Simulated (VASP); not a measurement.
# TaSb (WC type) (P-6m2) in VASP: a series of runs

Runs on TaSb (WC type). Level: PBE. Tasks: relaxation of cell and atoms.

All numbers are computed with VASP 6.6.1; they aren't measurements. Logs are shortened: lines on timing, memory, paths and dates and some standing lists are left out, and cuts for length are marked.

### Step 1. The cell of the first run

Symmetry: P-6m2, No. 187, hexagonal system. Conventional cell: a = 3.050 Å, b = 3.050 Å, c = 3.884 Å, α = 90.00°, β = 90.00°, γ = 120.00°. Within 3.5 Å of Ta (site symmetry -6m2) lie 6 Sb at 2.62 Å and 6 Ta at 3.05 Å. Within 3.5 Å of Sb (site symmetry -6m2) lie 6 Ta at 2.62 Å and 6 Sb at 3.05 Å.

### Step 2. Relaxation of cell and atoms, PBE, target pressure 71 GPa, at which the enthalpy is minimised

INCAR

```
  ALGO = Normal
  EDIFF = 1E-6
  EDIFFG = -0.005
  ENCUT = 600
  GGA = PE
  IBRION = 2
  ISIF = 3
  ISMEAR = -1
  LASPH = T
  LCHARG = F
  LREAL = F
  LWAVE = F
  NELM = 100
  NSW = 32
  PREC = Accurate
  PSTRESS = 710.0
  SIGMA = 0.05
```

KPOINTS

```
k-points
0
Gamma
  13 13 12
```

POSCAR

```
TaSb
1.0
    3.0496399700      0.0000000000      0.0000000000
   -1.5248199850      2.6410656864      0.0000000000
    0.0000000000      0.0000000000      3.8836864308
Ta Sb
1 1
Direct
    0.0000000000      0.0000000000      0.0000000000
    0.3333333333      0.6666666667      0.5000000000
```

Potentials or basis: VASP PAW PBE potentials, release 64 (Ta_pv, Sb).

Launch:

```
$ cat potpaw_PBE.64/Ta_pv/POTCAR potpaw_PBE.64/Sb/POTCAR > POTCAR
$ mpirun -np 1 vasp_std > vasp.out
```

OUTCAR:

```text
EDIFF = 1E-6
   EDIFFG = -0.005
   ENCUT = 600
   GGA = PE
   IBRION = 2
   ISIF = 3
   ISMEAR = -1
   LASPH = T
   LREAL = F
   NELM = 100
   NSW = 32
   PREC = Accurate
   PSTRESS = 710.0

 ion  position               nearest neighbor table
   1  0.000  0.000  0.000-   2 2.62   2 2.62   2 2.62   2 2.62   2 2.62   2 2.62
   2  0.333  0.667  0.500-   1 2.62   1 2.62   1 2.62   1 2.62   1 2.62   1 2.62

  LATTYP: Found a hexagonal cell.
 ALAT       =     3.0496399700
 C/A-ratio  =     1.2734901395

  Lattice vectors:

 A1 = (   3.0496399700,   0.0000000000,   0.0000000000)
 A2 = (  -1.5248199850,   2.6410656864,   0.0000000000)
 A3 = (   0.0000000000,   0.0000000000,   3.8836864308)

Analysis of symmetry for initial positions (statically):
=====================================================================
 Subroutine PRICEL returns:
 Original cell was already a primitive cell.

 Routine SETGRP: Setting up the symmetry group for a
 hexagonal supercell.

 Subroutine GETGRP returns: Found 12 space group operations
 (whereof 12 operations were pure point group operations)
 out of a pool of 24 trial point group operations.

The static configuration has the point symmetry D_3h.

Analysis of symmetry for dynamics (positions and initial velocities):
=====================================================================
 Subroutine PRICEL returns:
 Original cell was already a primitive cell.

 Routine SETGRP: Setting up the symmetry group for a
 hexagonal supercell.

 Subroutine GETGRP returns: Found 12 space group operations
 (whereof 12 operations were pure point group operations)
 out of a pool of 24 trial point group operations.

The dynamic configuration has the point symmetry D_3h.

 Subroutine INISYM returns: Found 12 space group operations
 (whereof 12 operations are pure point group operations),
 and found     1 'primitive' translations

----------------------------------------------------------------------------------------

                                     Primitive cell

  volume of cell :      31.2804

  direct lattice vectors                    reciprocal lattice vectors
     3.049639970  0.000000000  0.000000000     0.327907560  0.189317518  0.000000000
    -1.524819985  2.641065686  0.000000000     0.000000000  0.378635036  0.000000000
     0.000000000  0.000000000  3.883686431     0.000000000  0.000000000  0.257487317

  length of vectors
     3.049639970  3.049639970  3.883686431     0.378635036  0.378635036  0.257487317

  position of ions in fractional coordinates (direct lattice)
     0.000000000  0.000000000  0.000000000
     0.333333333  0.666666667  0.500000000

  ion indices of the primitive-cell ions
   primitive index   ion index
                 1           1
                 2           2

----------------------------------------------------------------------------------------

 KPOINTS: k-points

Automatic generation of k-mesh.
 Grid dimensions read from file:
 generate k-points for:   13   13   12

 Generating k-lattice:

  Cartesian coordinates                     Fractional coordinates (reciprocal lattice)
     0.025223658  0.014562886  0.000000000     0.076923077  0.000000000  0.000000000
     0.000000000  0.029125772  0.000000000     0.000000000  0.076923077  0.000000000
     0.000000000  0.000000000  0.021457276     0.000000000  0.000000000  0.083333333

  Length of vectors
     0.029125772  0.029125772  0.021457276

  Shift w.r.t. Gamma in fractional coordinates (k-lattice)
     0.000000000  0.000000000  0.000000000

 Subroutine IBZKPT returns following result:
 ===========================================

 Found    147 irreducible k-points:

 Following reciprocal coordinates:
            Coordinates               Weight
  0.000000  0.000000  0.000000      1.000000
  0.076923 -0.000000  0.000000      6.000000
  0.153846 -0.000000  0.000000      6.000000
  0.230769 -0.000000  0.000000      6.000000
  0.307692 -0.000000  0.000000      6.000000
  0.384615 -0.000000  0.000000      6.000000
[... 16 lines left out ...]
  0.076923 -0.000000  0.083333     12.000000
  0.153846 -0.000000  0.083333     12.000000
 [... further k-points ...]
   k-points           NKPTS =    147   k-points in BZ     NKDIM =    147   number of bands    NBANDS=     12
   number of dos      NEDOS =    301   number of ions     NIONS =      2
   total plane-waves  NPLWV =  18432
   dimension x,y,z NGX =    24 NGY =   24 NGZ =   32
   dimension x,y,z NGXF=    48 NGYF=   48 NGZF=   64
   ions per type =               1   1
   NGX,Y,Z   is equivalent  to a cutoff of  13.08, 13.08, 13.70 a.u.
   NGXF,Y,Z  is equivalent  to a cutoff of  26.17, 26.17, 27.40 a.u.
 SYSTEM =  unknown system
   PREC   = accura    normal or accurate (medium, high low for compatibility)
   ISTART =      0    job   : 0-new  1-cont  2-samecut
   ICHARG =      2    charge: 1-file 2-atom 10-const
   ISPIN  =      1    spin polarized calculation?
   LNONCOLLINEAR =      F non collinear calculations
   LSORBIT =      F    spin-orbit coupling
   LASPH  =      T    aspherical Exc in radial PAW
   ENCUT  =  600.0 eV  44.10 Ry    6.64 a.u.   6.09  6.09  7.76*2*pi/ulx,y,z
   NELM   =    100;   NELMIN=  2; NELMDL= -5     # of ELM steps
   EDIFF  = 0.1E-05   stopping-criterion for ELM
   LREAL  =      F    real-space projection
   EDIFFG = -.5E-02   stopping-criterion for IOM
   NSW    =     32    number of steps for IOM
   IBRION =      2    ionic relax: 0-MD 1-quasi-New 2-CG
   NFREE  =      1    steps in history (QN), initial steepest desc. (CG)
   ISIF   =      3    stress and relaxation
   ISYM   =      2    0-nonsym 1-usesym 2-fastsym
   POTIM  = 0.5000    time-step for ionic-motion
   TEBEG  =    0.0;   TEEND  =   0.0 temperature during run
   PSTRESS=  710.0 pullay stress
   NELECT =      16.0000    total number of electrons
   NUPDOWN=      -1.0000    fix difference up-down
   EMIN   =  10.00;   EMAX   =-10.00  energy-range for DOS
   EFERMI =   0.00;   METHOD = LEGACY
   ISMEAR =    -1;   SIGMA  =   0.05  broadening in eV -4-tet -1-fermi 0-gaus
   EFERMI_NEDOS =   21; number of points for ismear=-14 and -15
   IALGO  =     38    algorithm
   IMIX   =      4    mixing-type and parameters
     AMIX     =   0.40;   BMIX     =  1.00
     AMIX_MAG =   1.60;   BMIX_MAG =  1.00
  volume/ion in A,a.u.               =      15.64       105.55
  Fermi-wavevector in a.u.,A,eV,Ry     =   1.309255  2.474133 23.322402  1.714148
  Thomas-Fermi vector in A             =   2.439866
   LORBIT       =      0    0 simple, 1 ext, 2 COOP (PROOUT), +10 PAW based schemes
   GGA     = PE    functional components
   LHFCALC =     F    Hartree Fock is set to
   AEXX    =    0.0000 exact exchange contribution
   IVDW    =     0    specifies the selected vdW correction
   LEPSILON=     F    determine dielectric tensor
   LRPA    =     F    only Hartree local field effects (RPA)
 conjugate gradient relaxation of ions
 non-spin polarized calculation
  energy-cutoff  :      600.00
  volume of cell :       31.28
 maximum number of plane-waves:      1064
   NGX = 13   NGY = 13   NGZ = 15

--------------------------------------- Ionic step        1  -------------------------------------------

 number of electron      16.0000001 magnetization

 Free energy of the ion-electron system (eV)
  ---------------------------------------------------
  ext. energy  EPLUGINS =         0.00000000
  ---------------------------------------------------
  free energy    TOTEN  =       -13.86084888 eV

  energy without entropy =      -13.85503450  energy(sigma->0) =      -13.85794169

------------------------ aborting loop because EDIFF is reached ----------------------------------------

  FORCE on cell =-STRESS in cart. coord.  units (eV):
  Direction    XX          YY          ZZ          XY          YZ          ZX
  --------------------------------------------------------------------------------------
  -------------------------------------------------------------------------------------
  Total       13.9422308     13.9422308     13.9445978      0.0000000     -0.0000000      0.0000000
  in kB      714.1195434    714.1195434    714.2407814      0.0000000     -0.0000000      0.0000000
  external PRESSURE =       4.1599561 kB  Pullay stress =     710.0000000 kB
[... 61 lines left out ...]
  enthalpy is  TOTEN    =         0.0018965741 eV   P V=       13.9434308786

--------------------------------------- Ionic step        3  -------------------------------------------

 number of electron      16.0000001 magnetization

 Free energy of the ion-electron system (eV)
  ---------------------------------------------------
  ext. energy  EPLUGINS =         0.00000000
  ---------------------------------------------------
  free energy    TOTEN  =       -13.87428590 eV

  energy without entropy =      -13.86845816  energy(sigma->0) =      -13.87137203

 E-fermi :  12.3262     XC(G=0): -13.0268

 val. band max:       12.3198196353   @ k =   0.2308   0.0769   0.0833
 cond. band min:      12.3705240041   @ k =   0.3077   0.1538   0.0000
 fundamental gap:      0.0507043688
 Fermi energy:        12.3262137192

 k-point     1 :       0.0000    0.0000    0.0000
  band No.  band energies     occupation
      1     -22.2817      2.00000
      2     -21.5218      2.00000
      3     -21.5218      2.00000
      4      -2.9378      2.00000
      5       7.6821      2.00000
      6       9.3493      2.00000
      7      11.3155      2.00000
      8      11.3155      2.00000
      9      14.1489      0.00000
     10      14.1489      0.00000
     11      18.8856      0.00000
     12      19.9878      0.00000
[... 331 lines left out ...]
 k-point    24 :       0.1538   -0.0000    0.0833
  band No.  band energies     occupation
      1     -22.2563      2.00000
      2     -21.6845      2.00000
      3     -21.5587      2.00000
      4      -2.2355      2.00000
      5       7.6480      2.00000
      6       9.1387      2.00000
      7      10.2542      2.00000
      8      11.9106      1.99951
      9      13.8470      0.00000
     10      14.8592      0.00000
     11      16.4635      0.00000
     12      18.5272      0.00000

 [... further k-points ...]
[... 5 lines left out ...]
  --------------------------------------------------------------------------------------
  -------------------------------------------------------------------------------------
  Total       13.8821057     13.8821057     13.8673925      0.0000000     -0.0000000      0.0000000
  in kB      710.3532946    710.3532946    709.6004145      0.0000000     -0.0000000      0.0000000
  external PRESSURE =       0.1023346 kB  Pullay stress =     710.0000000 kB
[... 17 lines left out ...]
  FREE ENERGIE OF THE ION-ELECTRON SYSTEM (eV)
  ---------------------------------------------------
  free  energy   TOTEN  =       -13.8742859041 eV

  energy  without entropy=      -13.8684581646  energy(sigma->0) =      -13.87137203

  enthalpy is  TOTEN    =         0.0009155285 eV   P V=       13.8752014326

 reached required accuracy - stopping structural energy minimisation
```

It took 41 s on 1 thread of Intel Xeon 6975P-C (Granite Rapids), shared host; peak memory 0.21 GiB.

Results:

```
Free energy                                                : -13.8743 eV
Relaxed volume                                             : 15.66 Å³/atom
Relaxed cell                                               : a = 3.051 Å, b = 3.051 Å, c = 3.885 Å, α = 90.00°, β = 90.00°, γ = 120.00°
Space group after relaxing (to 0.1 Å)                      : P-6m2 (No. 187)
Energy change on relaxing (the run minimises the enthalpy) : -6.7 meV/atom
Ionic steps                                                : 3
Pressure after relaxing                                    : 71.0 GPa
Band gap on the k mesh                                     : zero (bands 8 and 9 overlap by 1.70 eV)
```

The path:
```tsv
step	energy change (eV)	largest force (eV/Å)	pressure (GPa)	volume (Å³)
1	0.0000	0.0000	71.42	31.28
2	-0.0807	0.0000	68.99	31.46
3	-0.0134	0.0000	71.01	31.31
```

Final structure:
```xyz
2
Lattice="3.0506 0.0000 0.0000 -1.5253 2.6419 0.0000 0.0000 0.0000 3.8850" Properties=species:S:1:pos:R:3 pbc="T T T"
Ta    0.0000    0.0000    0.0000
Sb    0.0000    1.7613    1.9425
```

Caveat: the cell is relaxed towards a set pressure, so the run minimises the enthalpy, not the energy; spin-orbit coupling is left out, which moves the levels of the heavy elements.

### Step 3. Relaxation of cell and atoms, PBE, target pressure 71 GPa, at which the enthalpy is minimised

This run uses another cell than the first one, of 16.62 Å³/atom.

INCAR

```
PREC     = Accurate       # precision mode
ENCUT    = 600            # plane-wave cutoff, eV
EDIFF    = 1E-7           # SCF threshold, eV
ISMEAR   = -1             # smearing method
SIGMA    = 0.05           # smearing width, eV
LREAL    = False          # projectors in reciprocal space
LASPH    = True           # aspherical terms in the spheres
NELM     = 60             # most SCF steps
ALGO     = Normal         # electronic algorithm
ISIF     = 3              # what is computed and relaxed
LWAVE    = False          # write WAVECAR
LCHARG   = False          # write CHGCAR
GGA      = PE             # functional
IBRION   = 2              # ionic algorithm
NSW      = 60             # ionic steps
EDIFFG   = -0.005         # ionic threshold
PSTRESS  = 710.0
```

KPOINTS

```
regular mesh
0
Gamma
  13 13 12
```

POSCAR

```
TaSb
1.0
    3.3959207917      0.0000000000      0.0000000000
   -1.6979603958      2.9409536749      0.0000000000
    0.0000000000      0.0000000000      3.3280023759
Ta Sb
1 1
Direct
    0.0000000000      0.0000000000      0.0000000000
    0.3333333333      0.6666666667      0.5000000000
```

Potentials or basis: VASP PAW PBE potentials, release 64 (Ta_pv, Sb).

Launch:

```
$ cat potpaw_PBE.64/Ta_pv/POTCAR potpaw_PBE.64/Sb/POTCAR > POTCAR
$ mpirun -np 1 vasp_std > vasp.out
```

Run time: 4 min. Hardware: 1 thread of Intel Xeon 6975P-C (Granite Rapids), shared host; peak memory 0.24 GiB.

Results (log left out):

```yaml
Free_energy: -13.8755 eV
Relaxed_volume: 15.66 Å³/atom
Relaxed_cell: a = 3.051 Å, b = 3.051 Å, c = 3.883 Å, α = 90.00°, β = 90.00°, γ = 120.00°
Space_group_after_relaxing_to_0.1_Å: P-6m2 (No. 187)
Energy_change_on_relaxing_the_run_minimises_the_enthalpy: +153.0 meV/atom
Ionic_steps: 14
Pressure_after_relaxing: 71.0 GPa
Band_gap_on_the_k_mesh: zero (bands 8 and 9 overlap by 1.69 eV)
```

Step by step:
| step | energy change (eV) | largest force (eV/Å) | pressure (GPa) | volume (Å³) |
| --- | --- | --- | --- | --- |
| 1 | 0.0000 | 0.0000 | 64.18 | 33.24 |
| 2 | 1.3080 | 0.0000 | 103.60 | 29.74 |
| 3 | 0.8737 | 0.0000 | 91.60 | 30.62 |
| 4 | 0.5481 | 0.0000 | 82.08 | 30.97 |
| 5 | 0.3224 | 0.0000 | 72.83 | 31.29 |
| 6 | 0.2801 | 0.0000 | 70.32 | 31.37 |
| 7 | 0.2849 | 0.0000 | 70.64 | 31.36 |
| 8 | 0.2990 | 0.0000 | 71.03 | 31.33 |
| 9 | 0.3034 | 0.0000 | 71.16 | 31.32 |
| 10 | 0.3033 | 0.0000 | 71.10 | 31.32 |
| 11 | 0.3029 | 0.0000 | 70.95 | 31.32 |
| 12 | 0.3029 | 0.0000 | 70.93 | 31.32 |
| 13 | 0.3075 | 0.0000 | 71.06 | 31.31 |
| 14 | 0.3059 | 0.0000 | 71.02 | 31.31 |

Final structure:
```
Ta Sb
1.0
     3.05143    0.00000    0.00000
    -1.52571    2.64262    0.00000
     0.00000    0.00000    3.88330
Ta Sb
1 1
Direct
  0.00000 0.00000 0.00000
  0.33333 0.66667 0.50000
```

Levels at points of the mesh, in eV from the Fermi level:
```csv
k point,band 6,band 7,band 8,band 9,band 10,band 11
"(0.00, 0.00, 0.00)",-2.97,-1.01,-1.01,1.82,1.82,6.57
"(0.00, 0.00, 0.50)",-1.29,-0.12,-0.12,0.58,0.58,6.76
```

Caveat: the cell is relaxed towards a set pressure, so the run minimises the enthalpy, not the energy; a cell axis changed by over 15 % at a fixed basis, so the end point is rough; spin-orbit coupling is left out, which moves the levels of the heavy elements.
